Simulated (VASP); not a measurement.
Runs of VASP 6.6.1 on KBr. The structure is that of space group Fm-3m (No. 225), or close to it. The cells are those of the table. 

```csv
cell,gap on the mesh (eV),pressure (GPa)
"a = 4.595, b = 4.821, c = 6.720 Å, 4 atoms",4.28,0.2
"a = 4.738, b = 4.738, c = 6.700 Å, 4 atoms",(a),(b)
"a = 4.595, b = 4.773, c = 6.750 Å, 4 atoms",4.30,0.3
"a = 4.667, b = 4.755, c = 6.725 Å, 4 atoms",4.31,0.2
```

Alike in all rows: task single point; level PBE; potentials or basis VASP PAW PBE potentials, release 64 (K_sv, Br); no spin polarisation; k mesh 6 × 6 × 4; cutoff (eV) 520; smearing gaussian 0.02 eV.

Q: Estimate the missing entries.

A: (a) 4.32; (b) 0.1.

A k mesh can miss the band edges, and the runs leave out spin-orbit coupling on Br.
